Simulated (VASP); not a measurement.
# WC in VASP: single point with PBE

Aim: the single point of WC with PBE.

All numbers are computed with VASP 6.6.1; they aren't measurements. Logs are shortened: lines on timing, memory, paths and dates and some standing lists are left out, and cuts for length are marked.

**1. The cell of the first run**

The cell holds a slab with vacuum, 24 atoms: a = 5.778 Å, b = 5.778 Å, c = 19.067 Å, α = 90.00°, β = 90.00°, γ = 120.00°.

**2. Single point, PBE**

The input, INCAR:

```
SYSTEM = WC
ALGO = Normal ; EDIFF = 1E-6
ENCUT = 520 ; GGA = PE
ISIF = 2 ; ISMEAR = -1
LASPH = .True. ; LCHARG = .False.
LREAL = Auto ; LWAVE = .False.
NBANDS = 126 ; NELM = 100
PREC = Accurate ; SIGMA = 0.05
```

The input, KPOINTS:

```
k-points
0
Gamma
  3 3 1
  0 0 0
```

The input, POSCAR:

```
WC
1.0
    5.7780000000      0.0000000000      0.0000000000
   -2.8890000000      5.0038950000      0.0000000000
    0.0000000000      0.0000000000     19.0675000000
W C
12 12
Direct
    0.0000000000      0.0000000000      0.0524452603
   -0.0137183453      0.0291572865      0.2042008653
    0.0141469150      0.0245208982      0.3589196276
   -0.0000047463      0.4999905074      0.0524452603
   -0.0050279961      0.5227927445      0.2048564311
    0.0006792893      0.5388802123      0.3609702373
    0.5000000000      0.0000000000      0.0524452603
    0.5010987488      0.0209237004      0.2045312705
    0.5046825868      0.0423869805      0.3607499672
    0.4999952537      0.4999905074      0.0524452603
    0.5047432758      0.5339240731      0.2034928543
    0.5131881573      0.5385604614      0.3548079192
    0.3333350820      0.1666701639      0.1265766356
    0.3442830909      0.1792203873      0.2787780254
    0.3231468585      0.2034415191      0.4170447096
    0.3333303357      0.6666606713      0.1265766356
    0.3226773213      0.7101867645      0.2797167956
    0.3467458347      0.7023528671      0.4145063590
    0.8333350820      0.1666701639      0.1265766356
    0.8231938229      0.2116351362      0.2804143176
    0.8506099314      0.1912510155      0.4127179756
    0.8333303357      0.6666606713      0.1265766356
    0.8219307716      0.6822485284      0.2781539268
    0.8211772978      0.7093674028      0.4275494952
```

Potentials or basis: VASP PAW PBE potentials, release 64 (W_sv, C).

Started as:

```
$ cat potpaw_PBE.64/W_sv/POTCAR potpaw_PBE.64/C/POTCAR > POTCAR
$ mpirun -np 1 vasp_std > vasp.out
```

OUTCAR:

```text
SYSTEM = WC
   EDIFF = 1E-6
   ENCUT = 520
   GGA = PE
   ISIF = 2
   ISMEAR = -1
   LASPH = .True.
   LREAL = Auto
   NELM = 100
   PREC = Accurate

 ion  position               nearest neighbor table
   1  0.000  0.000  0.052-  19 2.19  13 2.19  22 2.19  10 2.89   4 2.89   7 2.89   7 2.89   4 2.89
                            10 2.89   2 2.90
   2  0.986  0.029  0.204-  19 2.07  23 2.24  20 2.26  13 2.29  14 2.29  22 2.35   8 2.78  11 2.82
                             5 2.83   1 2.90   5 2.95   3 2.96  11 2.96   8 3.00
   3  0.014  0.025  0.359-  15 1.91  21 1.95  24 2.06  14 2.25  23 2.31  20 2.41   6 2.77   9 2.78
                            12 2.85  12 2.93   2 2.96   9 3.00   6 3.01
   4  1.000  0.500  0.052-  19 2.19  22 2.19  16 2.19   7 2.89   1 2.89  10 2.89  10 2.89   1 2.89
                             7 2.89   5 2.91
   5  0.995  0.523  0.205-  20 2.12  22 2.14  23 2.17  17 2.18  16 2.26  19 2.33   2 2.83  11 2.87
                             8 2.88   8 2.90   4 2.91  11 2.91   2 2.95   6 2.98
   6  0.001  0.539  0.361-  21 2.00  18 2.01  24 2.16  17 2.24  20 2.25  23 2.26   3 2.77  12 2.82
                             9 2.87   9 2.91  12 2.96   5 2.98   3 3.01
   7  0.500  0.000  0.052-  13 2.19  19 2.19  16 2.19  10 2.89   4 2.89   1 2.89   1 2.89  10 2.89
                             4 2.89   8 2.90
   8  0.501  0.021  0.205-  14 2.12  17 2.12  13 2.16  20 2.17  19 2.23  16 2.31   2 2.78  11 2.82
                             5 2.88   5 2.90   7 2.90  11 2.95   9 2.98   2 3.00
   9  0.505  0.042  0.361-  18 1.99  21 2.00  15 2.02  14 2.16  20 2.21  17 2.27   3 2.78  12 2.84
                             6 2.87   6 2.91  12 2.94   8 2.98   3 3.00
  10  0.500  0.500  0.052-  13 2.19  16 2.19  22 2.19  11 2.89   1 2.89   7 2.89   4 2.89   4 2.89
                             1 2.89   7 2.89
  11  0.505  0.534  0.203-  16 2.12  23 2.13  22 2.21  14 2.28  17 2.31  13 2.35   2 2.82   8 2.82
                             5 2.87  12 2.89  10 2.89   5 2.91   8 2.95   2 2.96
  12  0.513  0.539  0.355-  18 2.01  15 2.06  24 2.08  23 2.13  17 2.31  14 2.31   6 2.82   9 2.84
                             3 2.85  11 2.89   3 2.93   9 2.94   6 2.96
  13  0.333  0.167  0.127-   8 2.16  10 2.19   7 2.19   1 2.19   2 2.29  11 2.35
  14  0.344  0.179  0.279-   8 2.12   9 2.16   3 2.25  11 2.28   2 2.29  12 2.31
  15  0.323  0.203  0.417-   3 1.91   9 2.02  12 2.06
  16  0.333  0.667  0.127-  11 2.12  10 2.19   4 2.19   7 2.19   5 2.26   8 2.31
  17  0.323  0.710  0.280-   8 2.12   5 2.18   6 2.24   9 2.27  11 2.31  12 2.31
  18  0.347  0.702  0.415-   9 1.99  12 2.01   6 2.01
  19  0.833  0.167  0.127-   2 2.07   4 2.19   1 2.19   7 2.19   8 2.23   5 2.33
  20  0.823  0.212  0.280-   5 2.12   8 2.17   9 2.21   6 2.25   2 2.26   3 2.41
  21  0.851  0.191  0.413-   3 1.95   9 2.00   6 2.00
  22  0.833  0.667  0.127-   5 2.14   4 2.19  10 2.19   1 2.19  11 2.21   2 2.35
  23  0.822  0.682  0.278-  12 2.13  11 2.13   5 2.17   2 2.24   6 2.26   3 2.31
  24  0.821  0.709  0.428-   3 2.06  12 2.08   6 2.16

  LATTYP: Found a hexagonal cell.
 ALAT       =     5.7780000000
 C/A-ratio  =     3.3000173070

  Lattice vectors:

 A1 = (   5.7780000000,   0.0000000000,   0.0000000000)
 A2 = (  -2.8890000000,   5.0038950000,   0.0000000000)
 A3 = (   0.0000000000,   0.0000000000,  19.0675000000)

Analysis of symmetry for initial positions (statically):
=====================================================================
 Subroutine PRICEL returns:
 Original cell was already a primitive cell.

 Routine SETGRP: Setting up the symmetry group for a
 hexagonal supercell.

 Subroutine GETGRP returns: Found  1 space group operations
 (whereof  1 operations were pure point group operations)
 out of a pool of 24 trial point group operations.

The static configuration has the point symmetry C_1 .

Analysis of symmetry for dynamics (positions and initial velocities):
=====================================================================
 Subroutine PRICEL returns:
 Original cell was already a primitive cell.

 Routine SETGRP: Setting up the symmetry group for a
 hexagonal supercell.

 Subroutine GETGRP returns: Found  1 space group operations
 (whereof  1 operations were pure point group operations)
 out of a pool of 24 trial point group operations.

The dynamic configuration has the point symmetry C_1 .

 Subroutine INISYM returns: Found  1 space group operations
 (whereof  1 operations are pure point group operations),
 and found     1 'primitive' translations

----------------------------------------------------------------------------------------

                                     Primitive cell

  volume of cell :     551.2892

  direct lattice vectors                    reciprocal lattice vectors
     5.778000000  0.000000000  0.000000000     0.173070267  0.099922161  0.000000000
    -2.889000000  5.003895000  0.000000000     0.000000000  0.199844321  0.000000000
     0.000000000  0.000000000 19.067500000     0.000000000  0.000000000  0.052445260

  length of vectors
     5.778000000  5.778000188 19.067500000     0.199844328  0.199844321  0.052445260

  position of ions in fractional coordinates (direct lattice)
     0.000000000  0.000000000  0.052445260
     0.986281655  0.029157287  0.204200865
     0.014146915  0.024520898  0.358919628
     0.999995254  0.499990507  0.052445260
     0.994972004  0.522792745  0.204856431
     0.000679289  0.538880212  0.360970237
[... 16 lines left out ...]
     0.821930772  0.682248528  0.278153927
     0.821177298  0.709367403  0.427549495

  ion indices of the primitive-cell ions
   primitive index   ion index
                 1           1
                 2           2
                 3           3
                 4           4
                 5           5
                 6           6
[... 16 lines left out ...]
                23          23
                24          24

----------------------------------------------------------------------------------------

 KPOINTS: k-points

Automatic generation of k-mesh.
 Grid dimensions read from file:
 generate k-points for:    3    3    1

 Generating k-lattice:

  Cartesian coordinates                     Fractional coordinates (reciprocal lattice)
     0.057690089  0.033307387  0.000000000     0.333333333 -0.000000000  0.000000000
     0.000000000  0.066614774  0.000000000     0.000000000  0.333333333  0.000000000
     0.000000000  0.000000000  0.052445260     0.000000000  0.000000000  1.000000000

  Length of vectors
     0.066614776  0.066614774  0.052445260

  Shift w.r.t. Gamma in fractional coordinates (k-lattice)
     0.000000000  0.000000000  0.000000000

 Subroutine IBZKPT returns following result:
 ===========================================

 Found      5 irreducible k-points:

 Following reciprocal coordinates:
            Coordinates               Weight
  0.000000  0.000000  0.000000      1.000000
  0.333333 -0.000000  0.000000      2.000000
  0.000000  0.333333  0.000000      2.000000
 -0.333333  0.333333  0.000000      2.000000
  0.333333  0.333333  0.000000      2.000000
   k-points           NKPTS =      5   k-points in BZ     NKDIM =      5   number of bands    NBANDS=    126
   number of dos      NEDOS =    301   number of ions     NIONS =     24
   total plane-waves  NPLWV = 331776
   dimension x,y,z NGX =    48 NGY =   48 NGZ =  144
   dimension x,y,z NGXF=    96 NGYF=   96 NGZF=  288
   ions per type =              12  12
   NGX,Y,Z   is equivalent  to a cutoff of  13.81, 13.81, 12.56 a.u.
   NGXF,Y,Z  is equivalent  to a cutoff of  27.62, 27.62, 25.11 a.u.
 SYSTEM =  WC
   PREC   = accura    normal or accurate (medium, high low for compatibility)
   ISTART =      0    job   : 0-new  1-cont  2-samecut
   ICHARG =      2    charge: 1-file 2-atom 10-const
   ISPIN  =      1    spin polarized calculation?
   LNONCOLLINEAR =      F non collinear calculations
   LSORBIT =      F    spin-orbit coupling
   LASPH  =      T    aspherical Exc in radial PAW
   ENCUT  =  520.0 eV  38.22 Ry    6.18 a.u.  10.74 10.74 35.45*2*pi/ulx,y,z
   NELM   =    100;   NELMIN=  2; NELMDL= -5     # of ELM steps
   EDIFF  = 0.1E-05   stopping-criterion for ELM
   LREAL  =      T    real-space projection
   EDIFFG = 0.1E-04   stopping-criterion for IOM
   NSW    =      0    number of steps for IOM
[... 5 lines left out ...]
   TEBEG  =    0.0;   TEEND  =   0.0 temperature during run
   PSTRESS=    0.0 pullay stress
   NELECT =     216.0000    total number of electrons
   NUPDOWN=      -1.0000    fix difference up-down
   EMIN   =  10.00;   EMAX   =-10.00  energy-range for DOS
   EFERMI =   0.00;   METHOD = LEGACY
   ISMEAR =    -1;   SIGMA  =   0.05  broadening in eV -4-tet -1-fermi 0-gaus
   EFERMI_NEDOS =   21; number of points for ismear=-14 and -15
   IALGO  =     38    algorithm
   IMIX   =      4    mixing-type and parameters
     AMIX     =   0.40;   BMIX     =  1.00
     AMIX_MAG =   1.60;   BMIX_MAG =  1.00
  volume/ion in A,a.u.               =      22.97       155.01
  Fermi-wavevector in a.u.,A,eV,Ry     =   1.197934  2.263767 19.524987  1.435046
  Thomas-Fermi vector in A             =   2.333836
   LORBIT       =      0    0 simple, 1 ext, 2 COOP (PROOUT), +10 PAW based schemes
   GGA     = PE    functional components
   LHFCALC =     F    Hartree Fock is set to
   AEXX    =    0.0000 exact exchange contribution
   IVDW    =     0    specifies the selected vdW correction
   LEPSILON=     F    determine dielectric tensor
   LRPA    =     F    only Hartree local field effects (RPA)
 non-spin polarized calculation
  energy-cutoff  :      520.00
  volume of cell :      551.29
 maximum number of plane-waves:     14891
 NGX is ok and might be reduce to    48
   NGX = 21   NGY = 21   NGZ = 71

 number of electron     215.9999987 magnetization

 Free energy of the ion-electron system (eV)
  ---------------------------------------------------
  ext. energy  EPLUGINS =         0.00000000
  ---------------------------------------------------
  free energy    TOTEN  =      -249.95354484 eV

  energy without entropy =     -249.92200171  energy(sigma->0) =     -249.93777327

 E-fermi :   2.2329     XC(G=0):  -7.2972

 val. band max:        1.9685127968   @ k =   0.0000   0.0000   0.0000
 cond. band min:       2.2568041281   @ k =   0.0000   0.0000   0.0000
 fundamental gap:      0.2882913313
 Fermi energy:         2.2328631503

 k-point     1 :       0.0000    0.0000    0.0000
  band No.  band energies     occupation
      1     -72.1180      2.00000
      2     -72.0681      2.00000
      3     -72.0130      2.00000
      4     -71.9932      2.00000
      5     -71.9257      2.00000
      6     -71.8995      2.00000
[... 112 lines left out ...]
    119       4.5662      0.00000
    120       4.6268      0.00000

 k-point     2 :       0.3333   -0.0000    0.0000
  band No.  band energies     occupation
      1     -72.1087      2.00000
      2     -72.0736      2.00000
      3     -72.0104      2.00000
      4     -71.9996      2.00000
      5     -71.9196      2.00000
      6     -71.8862      2.00000
[... 112 lines left out ...]
    119       4.2367      0.00000
    120       4.3335      0.00000

 k-point     3 :       0.0000    0.3333    0.0000
  band No.  band energies     occupation
      1     -72.1084      2.00000
      2     -72.0740      2.00000
      3     -72.0106      2.00000
      4     -71.9992      2.00000
      5     -71.9207      2.00000
      6     -71.8854      2.00000
[... 112 lines left out ...]
    119       4.2355      0.00000
    120       4.3343      0.00000

 k-point     4 :      -0.3333    0.3333    0.0000
  band No.  band energies     occupation
      1     -72.1110      2.00000
      2     -72.0674      2.00000
      3     -72.0208      2.00000
      4     -71.9931      2.00000
      5     -71.9207      2.00000
      6     -71.8853      2.00000
[... 112 lines left out ...]
    119       4.2058      0.00000
    120       4.3109      0.00000

 k-point     5 :       0.3333    0.3333    0.0000
  band No.  band energies     occupation
      1     -72.1043      2.00000
      2     -72.0739      2.00000
      3     -72.0167      2.00000
      4     -71.9974      2.00000
      5     -71.9175      2.00000
      6     -71.8720      2.00000
[... 112 lines left out ...]
    119       3.9870      0.00000
    120       4.1544      0.00000
 [bands above 120 left out]

------------------------ aborting loop because EDIFF is reached ----------------------------------------

  FORCE on cell =-STRESS in cart. coord.  units (eV):
  Direction    XX          YY          ZZ          XY          YZ          ZX
  --------------------------------------------------------------------------------------
  -------------------------------------------------------------------------------------
  Total       19.4057023     16.6293139    -14.3619185      0.1979994     -8.0487964      6.3439516
  in kB       56.3975796     48.3287356    -41.7391460      0.5754333    -23.3917140     18.4370301
  external PRESSURE =      20.9957231 kB  Pullay stress =       0.0000000 kB

 VOLUME and BASIS-vectors are now :
 -----------------------------------------------------------------------------
  energy-cutoff  :      520.00
  volume of cell :      551.29
      direct lattice vectors                 reciprocal lattice vectors
     5.778000000  0.000000000  0.000000000     0.173070267  0.099922161  0.000000000
    -2.889000000  5.003895000  0.000000000     0.000000000  0.199844321  0.000000000
     0.000000000  0.000000000 19.067500000     0.000000000  0.000000000  0.052445260

 POSITION                                       TOTAL-FORCE (eV/Angst)
 -----------------------------------------------------------------------------------
      0.00000      0.00000      1.00000        -0.075660      0.255338      1.138542
      5.61450      0.14590      3.89360         3.572448     -1.152851      0.874484
      0.01090      0.12270      6.84370        -2.398741     -0.249514     -0.698311
      4.33350      2.50190      1.00000        -0.104566      0.233417      1.260689
      4.23860      2.61600      3.90610         0.549594      0.195576     -0.404307
     -1.55290      2.69650      6.88280         0.221769     -0.292071      0.176655
[... 16 lines left out ...]
      2.77810      3.41390      5.30370         0.408741      1.433663     -0.596693
      2.69540      3.54960      8.15230         1.265324     -0.650488     -2.786939
 -----------------------------------------------------------------------------------
    total drift:                               -0.009709      0.009419      0.065852

  FREE ENERGIE OF THE ION-ELECTRON SYSTEM (eV)
  ---------------------------------------------------
  free  energy   TOTEN  =      -249.9535448370 eV

  energy  without entropy=     -249.9220017099  energy(sigma->0) =     -249.93777327
```

Wall time 39 min (1 thread of Intel Xeon 8259CL, shared host); peak memory 0.79 GiB.

What came out:

```yaml
Free_energy: -249.9535 eV
Largest_force: 3.854 eV/Å
Band_gap_on_the_k_mesh: zero (bands 108 and 109 overlap by 1.01 eV)
```

Forces on the atoms (eV/Å):
```
W   -0.076  0.255  1.139
W    3.572 -1.153  0.874
W   -2.399 -0.250 -0.698
W   -0.105  0.233  1.261
W    0.550  0.196 -0.404
W    0.222 -0.292  0.177
W   -0.234  0.165  1.146
W   -1.064  0.212 -0.571
W    0.658 -0.951 -0.804
W   -0.143  0.132  1.016
W    0.071 -2.702  0.463
W   -0.997 -0.779  2.100
C   -0.560  0.620 -0.340
C   -2.120  1.612 -1.113
C    1.732  0.838  0.392
C   -0.631  0.714 -0.754
C    1.292 -1.057 -0.251
C   -0.473 -0.150  0.550
C   -0.881  0.861 -0.919
C    1.491 -0.965 -0.595
C   -1.008  0.951  1.231
C   -0.573  0.726 -0.515
C    0.409  1.434 -0.597
C    1.265 -0.650 -2.787
```

Levels at points of the mesh, in eV from the Fermi level:
```csv
k point,band 105,band 106,band 107,band 108,band 109,band 110,band 111,band 112
"(0.00, 0.00, 0.00)",-0.26,0.02,0.37,0.40,0.44,0.72,0.85,1.00
```

Caveat: the k points lie up to 0.42 Å⁻¹ apart, too coarse for converged energies and pressures of a metal; there is no dipole correction, which matters where the two faces differ; spin-orbit coupling is left out, which moves the levels of the heavy elements.

The gap in the log of VASP goes by the Fermi energy; the results here count the filled bands.